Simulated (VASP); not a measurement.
**Si: single point with PBE+D3(BJ)**

Crystal: Si.

```
Si
1.0
     0.00000    2.72185    2.72185
     2.72185    0.00000    2.72185
     2.72185    2.72185    0.00000
Si
2
Direct
  0.50000 0.50000 0.50000
  0.75000 0.75000 0.75000
```

* Program: VASP 6.6.1
* Task: single point
* Functional: PBE
* Dispersion: D3(BJ)
* Potentials or basis: VASP PAW PBE potentials, release 64 (Si)
* Cutoff: 520 eV
* k mesh: 8 × 8 × 8
* Occupations: fermi-dirac, width 0.05 eV
* Spin: no spin polarisation
* Dipole correction: no
* Further INCAR settings: ALGO = Normal; EDIFF = 1e-06; NBANDS = 11

- Pressure: -1.2 GPa
- Band gap on the k mesh: 0.63 eV, indirect (least direct gap 2.56 eV)
- Dispersion energy per atom: -0.312 eV

Levels at points of the mesh, in eV from the valence-band top:
| k point | band 1 | band 2 | band 3 | band 4 | band 5 | band 6 | band 7 | band 8 | band 9 |
| --- | --- | --- | --- | --- | --- | --- | --- | --- | --- |
| (0.00, 0.00, 0.00) | -11.91 | 0.00 | 0.00 | 0.00 | 2.56 | 2.56 | 2.56 | 3.29 | 7.72 |
| (0.50, 0.00, 0.00) | -9.60 | -6.93 | -1.19 | -1.19 | 1.51 | 3.34 | 3.34 | 7.72 | 10.53 |
| (0.50, 0.50, 0.00) | -7.79 | -7.79 | -2.83 | -2.83 | 0.72 | 0.72 | 10.05 | 10.05 | 10.95 |

It took 23 s on 1 thread of Intel Xeon 8259CL (shared host), peak memory 0.17 GiB.

A k mesh can miss the band edges. Expect the measured gap to be larger: semilocal functionals such as PBE lack the derivative discontinuity.
